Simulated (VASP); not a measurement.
# BP (F-43m) in VASP: notebook, part 2 of 2

VASP 6.6.1. The steps go on from the part before.

## (4) Single point, LDA

This run uses another cell than the first one, of 11.02 Å³/atom, 0.973 times its volume.

INCAR

```
SYSTEM = BP
  ALGO = Normal
  EDIFF = 1E-7
  ENCUT = 520
  GGA = CA
  ISIF = 2
  ISMEAR = -1
  LASPH = .True.
  LCHARG = .False.
  LREAL = .False.
  LWAVE = .False.
  NBANDS = 11
  NELM = 80
  PREC = Accurate
  SIGMA = 0.05
```

KPOINTS

```
k-points
0
Gamma
  10 10 10
  0 0 0
```

POSCAR

```
BP
1.0
    0.0000000000      2.2250473027      2.2250473027
    2.2250473027      0.0000000000      2.2250473027
    2.2250473027      2.2250473027      0.0000000000
P B
1 1
Direct
    0.7500000000      0.7500000000      0.7500000000
    0.0000000000      0.0000000000      0.0000000000
```

Potentials or basis: VASP PAW LDA potentials, release 64 (P, B).

Run with:

```console
> cat potpaw_LDA.64/P/POTCAR potpaw_LDA.64/B/POTCAR > POTCAR
> mpirun -np 1 vasp_std > vasp.out
```

OUTCAR:

```text
SYSTEM = BP
   EDIFF = 1E-7
   ENCUT = 520
   GGA = CA
   ISIF = 2
   ISMEAR = -1
   LASPH = .True.
   LREAL = .False.
   NELM = 80
   PREC = Accurate

 ion  position               nearest neighbor table
   1  0.750  0.750  0.750-   2 1.93   2 1.93   2 1.93   2 1.93
   2  0.000  0.000  0.000-   1 1.93   1 1.93   1 1.93   1 1.93

  LATTYP: Found a face centered cubic cell.
 ALAT       =     4.4500946054

  Lattice vectors:

 A1 = (   0.0000000000,   2.2250473027,   2.2250473027)
 A2 = (   2.2250473027,   0.0000000000,   2.2250473027)
 A3 = (   2.2250473027,   2.2250473027,   0.0000000000)

Analysis of symmetry for initial positions (statically):
=====================================================================
 Subroutine PRICEL returns:
 Original cell was already a primitive cell.

 Routine SETGRP: Setting up the symmetry group for a
 face centered cubic supercell.

 Subroutine GETGRP returns: Found 24 space group operations
 (whereof 24 operations were pure point group operations)
 out of a pool of 48 trial point group operations.

The static configuration has the point symmetry T_d .

Analysis of symmetry for dynamics (positions and initial velocities):
=====================================================================
 Subroutine PRICEL returns:
 Original cell was already a primitive cell.

 Routine SETGRP: Setting up the symmetry group for a
 face centered cubic supercell.

 Subroutine GETGRP returns: Found 24 space group operations
 (whereof 24 operations were pure point group operations)
 out of a pool of 48 trial point group operations.

The dynamic configuration has the point symmetry T_d .

 Subroutine INISYM returns: Found 24 space group operations
 (whereof 24 operations are pure point group operations),
 and found     1 'primitive' translations

----------------------------------------------------------------------------------------

                                     Primitive cell

  volume of cell :      22.0317

  direct lattice vectors                    reciprocal lattice vectors
     0.000000000  2.225047303  2.225047303    -0.224714324  0.224714324  0.224714324
     2.225047303  0.000000000  2.225047303     0.224714324 -0.224714324  0.224714324
     2.225047303  2.225047303  0.000000000     0.224714324  0.224714324 -0.224714324

  length of vectors
     3.146692072  3.146692072  3.146692072     0.389216626  0.389216626  0.389216626

  position of ions in fractional coordinates (direct lattice)
     0.750000000  0.750000000  0.750000000
     0.000000000  0.000000000  0.000000000

  ion indices of the primitive-cell ions
   primitive index   ion index
                 1           1
                 2           2

----------------------------------------------------------------------------------------

 KPOINTS: k-points

Automatic generation of k-mesh.
 Grid dimensions read from file:
 generate k-points for:   10   10   10

 Generating k-lattice:

  Cartesian coordinates                     Fractional coordinates (reciprocal lattice)
    -0.022471432  0.022471432  0.022471432     0.100000000  0.000000000  0.000000000
     0.022471432 -0.022471432  0.022471432     0.000000000  0.100000000  0.000000000
     0.022471432  0.022471432 -0.022471432     0.000000000  0.000000000  0.100000000

  Length of vectors
     0.038921663  0.038921663  0.038921663

  Shift w.r.t. Gamma in fractional coordinates (k-lattice)
     0.000000000  0.000000000  0.000000000

 Subroutine IBZKPT returns following result:
 ===========================================

 Found     47 irreducible k-points:

 Following reciprocal coordinates:
            Coordinates               Weight
  0.000000  0.000000  0.000000      1.000000
  0.100000  0.000000  0.000000      8.000000
  0.200000  0.000000  0.000000      8.000000
  0.300000  0.000000  0.000000      8.000000
  0.400000  0.000000  0.000000      8.000000
  0.500000  0.000000  0.000000      4.000000
[... 16 lines left out ...]
  0.300000  0.300000  0.000000      6.000000
  0.400000  0.300000  0.000000     24.000000
 [... further k-points ...]
   k-points           NKPTS =     47   k-points in BZ     NKDIM =     47   number of bands    NBANDS=     11
   number of dos      NEDOS =    301   number of ions     NIONS =      2
   total plane-waves  NPLWV =  13824
   dimension x,y,z NGX =    24 NGY =   24 NGZ =   24
   dimension x,y,z NGXF=    48 NGYF=   48 NGZF=   48
   ions per type =               1   1
   NGX,Y,Z   is equivalent  to a cutoff of  12.68, 12.68, 12.68 a.u.
   NGXF,Y,Z  is equivalent  to a cutoff of  25.36, 25.36, 25.36 a.u.
 SYSTEM =  BP
   PREC   = accura    normal or accurate (medium, high low for compatibility)
   ISTART =      0    job   : 0-new  1-cont  2-samecut
   ICHARG =      2    charge: 1-file 2-atom 10-const
   ISPIN  =      1    spin polarized calculation?
   LNONCOLLINEAR =      F non collinear calculations
   LSORBIT =      F    spin-orbit coupling
   LASPH  =      T    aspherical Exc in radial PAW
   ENCUT  =  520.0 eV  38.22 Ry    6.18 a.u.   5.85  5.85  5.85*2*pi/ulx,y,z
   NELM   =     80;   NELMIN=  2; NELMDL= -5     # of ELM steps
   EDIFF  = 0.1E-06   stopping-criterion for ELM
   LREAL  =      F    real-space projection
   EDIFFG = 0.1E-05   stopping-criterion for IOM
   NSW    =      0    number of steps for IOM
   IBRION =     -1    ionic relax: 0-MD 1-quasi-New 2-CG
   NFREE  =      0    steps in history (QN), initial steepest desc. (CG)
   ISIF   =      2    stress and relaxation
   ISYM   =      2    0-nonsym 1-usesym 2-fastsym
   POTIM  = 0.5000    time-step for ionic-motion
   TEBEG  =    0.0;   TEEND  =   0.0 temperature during run
   PSTRESS=    0.0 pullay stress
   NELECT =       8.0000    total number of electrons
   NUPDOWN=      -1.0000    fix difference up-down
   EMIN   =  10.00;   EMAX   =-10.00  energy-range for DOS
[... 5 lines left out ...]
     AMIX     =   0.40;   BMIX     =  1.00
     AMIX_MAG =   1.60;   BMIX_MAG =  1.00
  volume/ion in A,a.u.               =      11.02        74.34
  Fermi-wavevector in a.u.,A,eV,Ry     =   1.167945  2.207095 18.559634  1.364095
  Thomas-Fermi vector in A             =   2.304438
   LORBIT       =      0    0 simple, 1 ext, 2 COOP (PROOUT), +10 PAW based schemes
   GGA     = CA    functional components
   LHFCALC =     F    Hartree Fock is set to
   AEXX    =    0.0000 exact exchange contribution
   IVDW    =     0    specifies the selected vdW correction
   LEPSILON=     F    determine dielectric tensor
   LRPA    =     F    only Hartree local field effects (RPA)
 non-spin polarized calculation
  energy-cutoff  :      520.00
  volume of cell :       22.03
 maximum number of plane-waves:       609
   NGX = 11   NGY = 11   NGZ = 11

 number of electron       8.0000001 magnetization

 Free energy of the ion-electron system (eV)
  ---------------------------------------------------
  ext. energy  EPLUGINS =         0.00000000
  ---------------------------------------------------
  free energy    TOTEN  =       -14.39028235 eV

  energy without entropy =      -14.39028220  energy(sigma->0) =      -14.39028227

 E-fermi :   8.6597     XC(G=0): -11.3318

 val. band max:        8.1196924865   @ k =   0.0000   0.0000   0.0000
 cond. band min:       9.2386475520   @ k =   0.4000   0.4000   0.0000
 fundamental gap:      1.1189550655
 Fermi energy:         8.6597369812

 k-point     1 :       0.0000    0.0000    0.0000
  band No.  band energies     occupation
      1      -7.7964      2.00000
      2       8.1197      1.99996
      3       8.1197      1.99996
      4       8.1197      1.99996
      5      11.5959      0.00000
      6      11.5959      0.00000
      7      11.5959      0.00000
      8      16.3993      0.00000
      9      19.8026      0.00000
     10      20.4775      0.00000
     11      20.4775      0.00000

 k-point     2 :       0.1000    0.0000    0.0000
  band No.  band energies     occupation
      1      -7.6076      2.00000
      2       6.7862      2.00000
      3       7.8116      2.00000
      4       7.8116      2.00000
      5      12.0228      0.00000
      6      12.0228      0.00000
      7      12.0795      0.00000
      8      16.8408      0.00000
      9      19.7218      0.00000
     10      19.7218      0.00000
     11      20.3983      0.00000
[... 295 lines left out ...]
 k-point    24 :       0.4000    0.3000    0.0000
  band No.  band energies     occupation
      1      -4.7068      2.00000
      2       1.9073      2.00000
      3       3.8578      2.00000
      4       4.4305      2.00000
      5       9.8425      0.00000
      6      11.6493      0.00000
      7      17.9123      0.00000
      8      17.9676      0.00000
      9      22.6481      0.00000
     10      23.7451      0.00000
     11      25.8401      0.00000

 [... further k-points ...]
[... 5 lines left out ...]
  --------------------------------------------------------------------------------------
  -------------------------------------------------------------------------------------
  Total        0.6703405      0.6703405      0.6703405      0.0000000      0.0000000      0.0000000
  in kB       48.7481655     48.7481655     48.7481655      0.0000000      0.0000000      0.0000000
  external PRESSURE =      48.7481655 kB  Pullay stress =       0.0000000 kB

 VOLUME and BASIS-vectors are now :
 -----------------------------------------------------------------------------
  energy-cutoff  :      520.00
  volume of cell :       22.03
      direct lattice vectors                 reciprocal lattice vectors
     0.000000000  2.225047303  2.225047303    -0.224714324  0.224714324  0.224714324
     2.225047303  0.000000000  2.225047303     0.224714324 -0.224714324  0.224714324
     2.225047303  2.225047303  0.000000000     0.224714324  0.224714324 -0.224714324

 POSITION                                       TOTAL-FORCE (eV/Angst)
 -----------------------------------------------------------------------------------
      3.33757      3.33757      3.33757        -0.000000     -0.000000     -0.000000
      0.00000      0.00000      0.00000         0.000000      0.000000      0.000000
 -----------------------------------------------------------------------------------
    total drift:                                0.000000      0.000000     -0.000000

  FREE ENERGIE OF THE ION-ELECTRON SYSTEM (eV)
  ---------------------------------------------------
  free  energy   TOTEN  =       -14.3902823523 eV

  energy  without entropy=      -14.3902821963  energy(sigma->0) =      -14.39028227
```

stdout:

```text
POSCAR found type information on POSCAR P B
 POSCAR found :  2 types and       2 ions
 scaLAPACK will be used
 LDA part: xc-table for (Slater(with rela. corr.)+CA(PZ))
 , standard interpolation
 POSCAR, INCAR and KPOINTS ok, starting setup
 FFT: planning ... GRIDC
 FFT: planning ... GRID_SOFT
 FFT: planning ... GRID
 WAVECAR not read
 entering main loop
```

It took 11 s on 1 thread of Intel Xeon 8259CL, shared host; peak memory 0.12 GiB.

Results:

```
Free energy            : -14.3903 eV
Pressure               : 4.9 GPa
Band gap on the k mesh : 1.12 eV, indirect (least direct gap 3.48 eV)
```

Levels at points of the mesh, in eV from the valence-band top:
| k point | band 1 | band 2 | band 3 | band 4 | band 5 | band 6 | band 7 | band 8 | band 9 |
| --- | --- | --- | --- | --- | --- | --- | --- | --- | --- |
| (0.00, 0.00, 0.00) | -15.92 | 0.00 | 0.00 | 0.00 | 3.48 | 3.48 | 3.48 | 8.28 | 11.68 |
| (0.50, 0.00, 0.00) | -12.36 | -9.43 | -1.82 | -1.82 | 4.14 | 4.72 | 4.72 | 10.13 | 14.97 |
| (0.50, 0.50, 0.00) | -10.78 | -8.79 | -4.32 | -4.32 | 1.19 | 1.51 | 12.55 | 12.55 | 15.70 |

A k mesh can miss the band edges. LDA gaps usually lie below the measured ones, often by a third to a half.

## (5) The runs side by side

| cell | gap on the mesh (eV) | pressure (GPa) |
| --- | --- | --- |
| a = 3.175 Å, angles 60.0°, 2 atoms | 1.15 | -0.1 |
| a = 3.163 Å, angles 60.0°, 2 atoms | 1.14 | 1.9 |
| a = 3.147 Å, angles 60.0°, 2 atoms | 1.12 | 4.9 |

Alike in all rows: task single point; level LDA; potentials or basis VASP PAW LDA potentials, release 64 (P, B); no spin polarisation; k mesh 10 × 10 × 10; cutoff (eV) 520; smearing fermi-dirac 0.05 eV.

Absolute energies hang on the potentials; compare differences alone.
